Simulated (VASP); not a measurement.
Wanted: the native input for a VASP 6.6.1 run.

* Task: single point
* Functional: PBE
* Potentials or basis: VASP PAW PBE potentials, release 64 (Pd, Pt, S)
* Cutoff: 520 eV
* k mesh: 6 × 6 × 6
* Occupations: gaussian, width 0.02 eV
* Spin: no spin polarisation
* Dipole correction: no
* Further INCAR settings: ALGO = Normal; EDIFF = 1e-06; NBANDS = 43

The structure of Pd2PtS6 lies in POSCAR:

```
Pd2PtS6
1.0
    3.0856633292      1.7815085537      6.2846776606
   -3.0856633292      1.7815085537      6.2846776606
    0.0000000000     -3.5630171074      6.2846776606
Pd Pt S
2 1 6
Direct
    0.3333525103      0.3333525103      0.3333525103
    0.6666474897      0.6666474897      0.6666474897
    0.0000000000      0.0000000000      0.0000000000
    0.0654728785      0.7325065794      0.3986085998
    0.3986085998      0.0654728785      0.7325065794
    0.7325065794      0.3986085998      0.0654728785
    0.9345271215      0.2674934206      0.6013914002
    0.2674934206      0.6013914002      0.9345271215
    0.6013914002      0.9345271215      0.2674934206
```

The input as run:

INCAR

```
ALGO = Normal
EDIFF = 1E-6
ENCUT = 520
GGA = PE
ISIF = 2
ISMEAR = 0
LASPH = T
LCHARG = F
LREAL = F
LWAVE = F
NBANDS = 43
NELM = 80
PREC = Accurate
SIGMA = 0.02
```

KPOINTS

```
k-points
0
Gamma
  6 6 6
```

Potentials or basis: VASP PAW PBE potentials, release 64 (Pd, Pt, S).

Run with:

```bash
$ cat potpaw_PBE.64/Pd/POTCAR potpaw_PBE.64/Pt/POTCAR potpaw_PBE.64/S/POTCAR > POTCAR
$ mpirun -np 1 vasp_std > vasp.out
```

Results of the run:

```yaml
Pressure: -0.3 GPa
Largest_force: 0.032 eV/Å
Band_gap_on_the_k_mesh: 1.03 eV (least direct gap 1.18 eV)
```

Caveat: spin-orbit coupling is left out, which moves the levels of the heavy elements.

Run time: 16 min on 1 thread of Oxide Virtual Turin-like Processor, on a shared host, peak memory 0.57 GiB.
